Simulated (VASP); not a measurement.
Tl, 1 atom in the cell. The cell holds a single atom in a box, 1 atom: a = 14.000 Å, b = 14.400 Å, c = 14.800 Å, α = 90.00°, β = 90.00°, γ = 90.00°. 

- Program: VASP 6.6.1
- Task: single point
- Functional: RPBE
- Potentials or basis: VASP PAW PBE potentials, release 64 (Tl_d)
- Cutoff: 520 eV
- k mesh: 1 × 1 × 1
- Occupations: fermi-dirac, width 0.01 eV
- Spin: collinear spin
- Starting moments: [1.0] μB
- Dipole correction: no
- Further INCAR settings: ALGO = Normal; EDIFF = 1e-06; NBANDS = 16; ISYM = 0

Potentials or basis: VASP PAW PBE potentials, release 64 (Tl_d).

Command:

```bash
$ cat potpaw_PBE.64/Tl_d/POTCAR > POTCAR
$ mpirun -np 1 vasp_gam > vasp.out
```

Hardware: 1 thread of Intel(R) Xeon(R) Platinum 8259CL CPU @ 2.50GHz (Skylake/Cascade Lake), with other jobs on the host.

Task: How long does it take, and how much memory?

Result: Run time: 12 min on 1 thread of Intel(R) Xeon(R) Platinum 8259CL CPU @ 2.50GHz (Skylake/Cascade Lake) (shared host), peak memory 2.8 GiB. Counts: scf iterations 30, k points 1.
